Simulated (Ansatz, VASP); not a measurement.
## Two plane-wave programs on NiN2

```
Ni N
1.0
    -1.68283    1.68283    2.23189
     1.68283   -1.68283    2.23189
     1.68283    1.68283   -2.23189
Ni N
1 2
Direct
  0.00000 0.00000 0.00000
  0.75000 0.25000 0.50000
  0.25000 0.75000 0.50000
```

Alike in both runs: functional PBE; k mesh 20 × 20 × 20; occupations gaussian, width 0.1 eV; no spin polarisation.

Ansatz relaxed the structure, and its values are those at the end. VASP's run is a single point on that final structure, the one shown.

```csv
,VASP,Ansatz
version,VASP 6.6.1,Ansatz 0.2.0
potentials or method,"VASP PAW PBE potentials, release 64 (Ni, N), cutoff 520 eV","scalar-relativistic, plane waves, PAW"
valence electrons in the cell,20,28
```

```csv
,VASP,Ansatz,Ansatz less VASP
gap on the k mesh at the Fermi level (eV),none,none,-
pressure (GPa),0.2,0.0,-0.16
```

A gap of «none» marks a metal or a gap that the smearing closes. VASP's potentials hold 20 valence electrons a cell and Ansatz's 28, so a difference there can come from the potentials and not from the codes.
